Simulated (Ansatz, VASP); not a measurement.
## One calculation of RbZn2, two programs

```
Rb Zn
1.0
     5.02751    0.00000    0.00000
    -2.51376    4.35395    0.00000
     0.00000    0.00000    3.19594
Rb Zn
1 2
Direct
  0.00000 0.00000 0.00000
  0.33333 0.66667 0.50000
  0.66667 0.33333 0.50000
```

Alike in both runs: task single point; functional PBE; k mesh 6 × 6 × 6; occupations gaussian, width 0.1 eV; no spin polarisation.

```csv
,VASP,Ansatz
version,VASP 6.6.1,Ansatz 0.2.0
potentials or method,"VASP PAW PBE potentials, release 64 (Rb_sv, Zn), cutoff 520 eV","scalar-relativistic, plane waves, PAW"
valence electrons in the cell,33,33
```

|  | VASP | Ansatz | Ansatz less VASP |
| --- | --- | --- | --- |
| gap on the k mesh at the Fermi level (eV) | none | none | - |
| pressure (GPa) | 5.8 | 5.6 | -0.17 |
| traceless stress, the component that is largest in VASP (GPa) | -1.71 | -1.73 | -0.016 |

A gap of «none» marks a metal or a gap that the smearing closes.
